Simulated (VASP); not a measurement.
# MnHg (Pm-3m) in VASP: a series of runs

MnHg is run at these levels: PBE; tasks: single point.

Everything below comes from runs of VASP 6.6.1. Logs are shortened: lines on timing, memory, paths and dates and some standing lists are left out, and cuts for length are marked.

## Step 1: The cell of the first run

Symmetry: Pm-3m, No. 221, cubic system. The conventional cell has a = 3.147 Å, b = 3.147 Å, c = 3.147 Å, α = 90.00°, β = 90.00°, γ = 90.00°. Within 3.6 Å of Mn (site symmetry m-3m) lie 8 Hg at 2.73 Å and 6 Mn at 3.15 Å. Within 3.6 Å of Hg (site symmetry m-3m) lie 8 Mn at 2.73 Å and 6 Hg at 3.15 Å.

## Step 2: Single point, PBE

Contents of INCAR:

```
PREC = Accurate
ENCUT = 500
EDIFF = 1E-6
ISMEAR = 0
SIGMA = 0.1
LREAL = False
LASPH = True
NELM = 120
ALGO = Normal
ISIF = 2
LWAVE = False
LCHARG = False
GGA = PE
NBANDS = 20
GGA_COMPAT = False
```

Contents of KPOINTS:

```
regular mesh
0
Gamma
  12 12 12
```

Contents of POSCAR:

```
MnHg
1.0
    3.1469439317      0.0000000000      0.0000000000
    0.0000000000      3.1469439317      0.0000000000
    0.0000000000      0.0000000000      3.1469439317
Mn Hg
1 1
Direct
    0.5000000000      0.5000000000      0.5000000000
    0.0000000000      0.0000000000      0.0000000000
```

Potentials or basis: VASP PAW PBE potentials, release 64 (Mn_pv, Hg).

On the command line:

```bash
$ cat potpaw_PBE.64/Mn_pv/POTCAR potpaw_PBE.64/Hg/POTCAR > POTCAR
$ mpirun -np 1 vasp_std > vasp.out
```

OUTCAR:

```text
PREC = Accurate
   ENCUT = 500
   EDIFF = 1E-6
   ISMEAR = 0
   LREAL = False
   LASPH = True
   NELM = 120
   ISIF = 2
   GGA = PE

 ion  position               nearest neighbor table
   1  0.500  0.500  0.500-   2 2.73   2 2.73   2 2.73   2 2.73   2 2.73   2 2.73   2 2.73   2 2.73

   2  0.000  0.000  0.000-   1 2.73   1 2.73   1 2.73   1 2.73   1 2.73   1 2.73   1 2.73   1 2.73

  LATTYP: Found a simple cubic cell.
 ALAT       =     3.1469439317

  Lattice vectors:

 A1 = (   3.1469439317,   0.0000000000,   0.0000000000)
 A2 = (   0.0000000000,   3.1469439317,   0.0000000000)
 A3 = (   0.0000000000,   0.0000000000,   3.1469439317)

Analysis of symmetry for initial positions (statically):
=====================================================================
 Subroutine PRICEL returns:
 Original cell was already a primitive cell.

 Routine SETGRP: Setting up the symmetry group for a
 simple cubic supercell.

 Subroutine GETGRP returns: Found 48 space group operations
 (whereof 48 operations were pure point group operations)
 out of a pool of 48 trial point group operations.

The static configuration has the point symmetry O_h .

Analysis of symmetry for dynamics (positions and initial velocities):
=====================================================================
 Subroutine PRICEL returns:
 Original cell was already a primitive cell.

 Routine SETGRP: Setting up the symmetry group for a
 simple cubic supercell.

 Subroutine GETGRP returns: Found 48 space group operations
 (whereof 48 operations were pure point group operations)
 out of a pool of 48 trial point group operations.

The dynamic configuration has the point symmetry O_h .

 Subroutine INISYM returns: Found 48 space group operations
 (whereof 48 operations are pure point group operations),
 and found     1 'primitive' translations

----------------------------------------------------------------------------------------

                                     Primitive cell

  volume of cell :      31.1650

  direct lattice vectors                    reciprocal lattice vectors
     3.146943932  0.000000000  0.000000000     0.317768610  0.000000000  0.000000000
     0.000000000  3.146943932  0.000000000     0.000000000  0.317768610  0.000000000
     0.000000000  0.000000000  3.146943932     0.000000000  0.000000000  0.317768610

  length of vectors
     3.146943932  3.146943932  3.146943932     0.317768610  0.317768610  0.317768610

  position of ions in fractional coordinates (direct lattice)
     0.500000000  0.500000000  0.500000000
     0.000000000  0.000000000  0.000000000

  ion indices of the primitive-cell ions
   primitive index   ion index
                 1           1
                 2           2

----------------------------------------------------------------------------------------

 KPOINTS: regular mesh

Automatic generation of k-mesh.
 Grid dimensions read from file:
 generate k-points for:   12   12   12

 Generating k-lattice:

  Cartesian coordinates                     Fractional coordinates (reciprocal lattice)
     0.026480718  0.000000000  0.000000000     0.083333333  0.000000000  0.000000000
     0.000000000  0.026480718  0.000000000     0.000000000  0.083333333  0.000000000
     0.000000000  0.000000000  0.026480718     0.000000000  0.000000000  0.083333333

  Length of vectors
     0.026480718  0.026480718  0.026480718

  Shift w.r.t. Gamma in fractional coordinates (k-lattice)
     0.000000000  0.000000000  0.000000000

 Subroutine IBZKPT returns following result:
 ===========================================

 Found     84 irreducible k-points:

 Following reciprocal coordinates:
            Coordinates               Weight
  0.000000  0.000000  0.000000      1.000000
  0.083333  0.000000  0.000000      6.000000
  0.166667  0.000000  0.000000      6.000000
  0.250000  0.000000  0.000000      6.000000
  0.333333  0.000000  0.000000      6.000000
  0.416667  0.000000  0.000000      6.000000
[... 16 lines left out ...]
  0.333333  0.333333  0.000000     12.000000
  0.416667  0.333333  0.000000     24.000000
 [... further k-points ...]
   k-points           NKPTS =     84   k-points in BZ     NKDIM =     84   number of bands    NBANDS=     20
   number of dos      NEDOS =    301   number of ions     NIONS =      2
   total plane-waves  NPLWV =  13824
   dimension x,y,z NGX =    24 NGY =   24 NGZ =   24
   dimension x,y,z NGXF=    48 NGYF=   48 NGZF=   48
   ions per type =               1   1
   NGX,Y,Z   is equivalent  to a cutoff of  12.68, 12.68, 12.68 a.u.
   NGXF,Y,Z  is equivalent  to a cutoff of  25.36, 25.36, 25.36 a.u.
 SYSTEM =  unknown system
   PREC   = accura    normal or accurate (medium, high low for compatibility)
   ISTART =      0    job   : 0-new  1-cont  2-samecut
   ICHARG =      2    charge: 1-file 2-atom 10-const
   ISPIN  =      1    spin polarized calculation?
   LNONCOLLINEAR =      F non collinear calculations
   LSORBIT =      F    spin-orbit coupling
   LASPH  =      T    aspherical Exc in radial PAW
   ENCUT  =  500.0 eV  36.75 Ry    6.06 a.u.   5.74  5.74  5.74*2*pi/ulx,y,z
   NELM   =    120;   NELMIN=  2; NELMDL= -5     # of ELM steps
   EDIFF  = 0.1E-05   stopping-criterion for ELM
   LREAL  =      F    real-space projection
   EDIFFG = 0.1E-04   stopping-criterion for IOM
   NSW    =      0    number of steps for IOM
   IBRION =     -1    ionic relax: 0-MD 1-quasi-New 2-CG
   NFREE  =      0    steps in history (QN), initial steepest desc. (CG)
   ISIF   =      2    stress and relaxation
   ISYM   =      2    0-nonsym 1-usesym 2-fastsym
   POTIM  = 0.5000    time-step for ionic-motion
   TEBEG  =    0.0;   TEEND  =   0.0 temperature during run
   PSTRESS=    0.0 pullay stress
   NELECT =      25.0000    total number of electrons
   NUPDOWN=      -1.0000    fix difference up-down
   EMIN   =  10.00;   EMAX   =-10.00  energy-range for DOS
   EFERMI =   0.00;   METHOD = LEGACY
   ISMEAR =     0;   SIGMA  =   0.10  broadening in eV -4-tet -1-fermi 0-gaus
   EFERMI_NEDOS =   21; number of points for ismear=-14 and -15
   IALGO  =     38    algorithm
   IMIX   =      4    mixing-type and parameters
     AMIX     =   0.40;   BMIX     =  1.00
     AMIX_MAG =   1.60;   BMIX_MAG =  1.00
  volume/ion in A,a.u.               =      15.58       105.16
  Fermi-wavevector in a.u.,A,eV,Ry     =   1.521128  2.874516 31.481584  2.313831
  Thomas-Fermi vector in A             =   2.629885
   LORBIT       =      0    0 simple, 1 ext, 2 COOP (PROOUT), +10 PAW based schemes
   GGA     = PE    functional components
   LHFCALC =     F    Hartree Fock is set to
   AEXX    =    0.0000 exact exchange contribution
   IVDW    =     0    specifies the selected vdW correction
   LEPSILON=     F    determine dielectric tensor
   LRPA    =     F    only Hartree local field effects (RPA)
 non-spin polarized calculation
 Gauss-broadening in eV      SIGMA  =   0.10
  energy-cutoff  :      500.00
  volume of cell :       31.16
 maximum number of plane-waves:       840
 NGX is ok and might be reduce to    24
   NGX = 11   NGY = 11   NGZ = 11

 number of electron      24.9999975 magnetization

 Free energy of the ion-electron system (eV)
  ---------------------------------------------------
  ext. energy  EPLUGINS =         0.00000000
  ---------------------------------------------------
  free energy    TOTEN  =        -7.29815823 eV

  energy without entropy =       -7.28028241  energy(sigma->0) =       -7.28922032

 E-fermi :   6.3554     XC(G=0): -12.6035

 val. band max:        6.3440497450   @ k =   0.1667   0.0000   0.0000
 cond. band min:       6.3599729143   @ k =   0.2500   0.1667   0.1667
 fundamental gap:      0.0159231693
 Fermi energy:         6.3553659132

 k-point     1 :       0.0000    0.0000    0.0000
  band No.  band energies     occupation
      1     -41.3416      2.00000
      2     -41.3416      2.00000
      3     -41.3416      2.00000
      4      -3.6598      2.00000
      5      -2.1850      2.00000
      6      -2.1850      2.00000
[... 12 lines left out ...]
     19      20.0512      0.00000
     20      20.0512      0.00000

 k-point     2 :       0.0833    0.0000    0.0000
  band No.  band energies     occupation
      1     -41.3441      2.00000
      2     -41.3416      2.00000
      3     -41.3416      2.00000
      4      -3.5367      2.00000
      5      -2.1625      2.00000
      6      -2.1180      2.00000
[... 12 lines left out ...]
     19      20.0485      0.00000
     20      20.6340      0.00000

 k-point     3 :       0.1667    0.0000    0.0000
  band No.  band energies     occupation
      1     -41.3507      2.00000
      2     -41.3412      2.00000
      3     -41.3412      2.00000
      4      -3.1944      2.00000
      5      -2.1000      2.00000
      6      -1.9040      2.00000
[... 12 lines left out ...]
     19      20.0416      0.00000
     20      22.5825      0.00000

 k-point     4 :       0.2500    0.0000    0.0000
  band No.  band energies     occupation
      1     -41.3596      2.00000
      2     -41.3408      2.00000
      3     -41.3408      2.00000
      4      -2.7389      2.00000
      5      -2.0118      2.00000
      6      -1.4782      2.00000
[... 12 lines left out ...]
     19      20.0325      0.00000
     20      23.1420      0.00000

 k-point     5 :       0.3333    0.0000    0.0000
  band No.  band energies     occupation
      1     -41.3685      2.00000
      2     -41.3403      2.00000
      3     -41.3403      2.00000
      4      -2.3521      2.00000
      5      -1.9202      2.00000
      6      -0.9190      2.00000
[... 12 lines left out ...]
     19      20.0239      0.00000
     20      22.5438      0.00000

 k-point     6 :       0.4167    0.0000    0.0000
  band No.  band energies     occupation
      1     -41.3750      2.00000
      2     -41.3399      2.00000
      3     -41.3399      2.00000
      4      -2.1250      2.00000
      5      -1.8508      2.00000
      6      -0.9978      2.00000
[... 12 lines left out ...]
     19      20.0181      0.00000
     20      21.3248      0.00000

 k-point     7 :       0.5000    0.0000    0.0000
  band No.  band energies     occupation
      1     -41.3774      2.00000
      2     -41.3398      2.00000
      3     -41.3398      2.00000
      4      -2.0511      2.00000
      5      -1.8248      2.00000
      6      -1.0263      2.00000
[... 12 lines left out ...]
     19      20.0162      0.00000
     20      20.3860      0.00000
[... 277 lines left out ...]
 k-point    20 :       0.3333    0.2500    0.0000
  band No.  band energies     occupation
      1     -41.3664      2.00000
      2     -41.3569      2.00000
      3     -41.3388      2.00000
      4      -2.0474      2.00000
      5      -1.6936      2.00000
      6      -1.0410      2.00000
[... 12 lines left out ...]
     19      19.8301      0.00000
     20      21.5649      0.00000

 k-point    21 :       0.4167    0.2500    0.0000
  band No.  band energies     occupation
      1     -41.3726      2.00000
      2     -41.3563      2.00000
      3     -41.3383      2.00000
      4      -1.9617      2.00000
      5      -1.7766      2.00000
      6      -1.0806      2.00000
[... 12 lines left out ...]
     19      19.9204      0.00000
     20      20.8581      0.00000

 k-point    22 :       0.5000    0.2500    0.0000
  band No.  band energies     occupation
      1     -41.3749      2.00000
      2     -41.3561      2.00000
      3     -41.3382      2.00000
      4      -1.9221      2.00000
      5      -1.8201      2.00000
      6      -1.1139      2.00000
[... 12 lines left out ...]
     19      20.0752      0.00000
     20      20.4826      0.00000

 k-point    23 :       0.3333    0.3333    0.0000
  band No.  band energies     occupation
      1     -41.3659      2.00000
      2     -41.3648      2.00000
      3     -41.3381      2.00000
      4      -2.0196      2.00000
      5      -1.8604      2.00000
      6      -1.0472      2.00000
[... 12 lines left out ...]
     19      19.7734      0.00000
     20      20.9978      0.00000

 k-point    24 :       0.4167    0.3333    0.0000
  band No.  band energies     occupation
      1     -41.3714      2.00000
      2     -41.3645      2.00000
      3     -41.3375      2.00000
      4      -2.0644      2.00000
      5      -1.9202      2.00000
      6      -1.1222      2.00000
[... 12 lines left out ...]
     19      19.8171      0.00000
     20      20.4609      0.00000

 [... further k-points ...]
[... 5 lines left out ...]
  --------------------------------------------------------------------------------------
  -------------------------------------------------------------------------------------
  Total        0.2401814      0.2401814      0.2401814     -0.0000000      0.0000000      0.0000000
  in kB       12.3476112     12.3476112     12.3476112     -0.0000000      0.0000000      0.0000000
  external PRESSURE =      12.3476112 kB  Pullay stress =       0.0000000 kB

 VOLUME and BASIS-vectors are now :
 -----------------------------------------------------------------------------
  energy-cutoff  :      500.00
  volume of cell :       31.16
      direct lattice vectors                 reciprocal lattice vectors
     3.146943932  0.000000000  0.000000000     0.317768610  0.000000000  0.000000000
     0.000000000  3.146943932  0.000000000     0.000000000  0.317768610  0.000000000
     0.000000000  0.000000000  3.146943932     0.000000000  0.000000000  0.317768610

 POSITION                                       TOTAL-FORCE (eV/Angst)
 -----------------------------------------------------------------------------------
      1.57347      1.57347      1.57347         0.000000      0.000000      0.000000
      0.00000      0.00000      0.00000         0.000000      0.000000      0.000000
 -----------------------------------------------------------------------------------
    total drift:                                0.000000      0.000000     -0.000000

  FREE ENERGIE OF THE ION-ELECTRON SYSTEM (eV)
  ---------------------------------------------------
  free  energy   TOTEN  =        -7.2981582281 eV

  energy  without entropy=       -7.2802824104  energy(sigma->0) =       -7.28922032
```

It took 14 s on 1 thread of Intel Xeon 6975P-C (Granite Rapids), shared host; peak memory 0.17 GiB.

What came out:

```
Free energy            : -7.2982 eV
Pressure               : 1.2 GPa
Band gap on the k mesh : zero (an odd number of electrons rules out a gap without spin polarisation)
```

Levels at points of the mesh, in eV from the Fermi level:
```tsv
k point	band 9	band 10	band 11	band 12	band 13	band 14	band 15	band 16	band 17	band 18
(0.00, 0.00, 0.00)	-6.94	-0.86	-0.86	0.33	0.33	0.33	6.32	6.32	6.32	12.04
(0.50, 0.00, 0.00)	-4.79	-4.48	-1.42	-0.75	-0.75	0.04	0.91	12.34	12.34	13.28
(0.50, 0.50, 0.00)	-3.43	-1.19	-1.19	-0.55	0.27	0.27	0.55	3.10	5.41	13.43
(0.50, 0.50, 0.50)	-2.43	-2.43	-2.43	0.58	0.58	1.81	6.02	6.02	6.02	6.77
```

Caveat: spin-orbit coupling is left out, which moves the levels of the heavy elements; the run has no spin polarisation, though such a crystal can be magnetic.

(Part 1 of 2 ends here.)
